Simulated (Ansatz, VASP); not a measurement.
## One calculation of C, two programs

```
C
1.0
     2.45617    0.00000    0.00000
    -1.22809    2.12711    0.00000
     0.00000    0.00000    8.52380
C
2
Direct
  0.24251 0.60018 0.97654
  0.66667 0.33333 0.00000
```

Alike in both runs: task single point; functional LDA; k mesh 24 × 24 × 6; occupations gaussian, width 0.15 eV; no spin polarisation.

```csv
,VASP,Ansatz
version,VASP 6.6.1,Ansatz 0.2.0
potentials or method,"VASP PAW LDA potentials, release 64 (C), cutoff 520 eV","scalar-relativistic, plane waves, PAW"
valence electrons in the cell,8,8
```

```csv
,VASP,Ansatz,Ansatz less VASP
gap on the k mesh at the Fermi level (eV),none,none,-
rms of the force components (eV/Å),6.855,6.849,-0.0059
```

LDA's correlation is that of Perdew and Zunger in VASP and of Perdew and Wang (1992) in Ansatz. Atom by atom the forces differ by 0.013 eV/Å (rms over components). A gap of «none» marks a metal or a gap that the smearing closes.
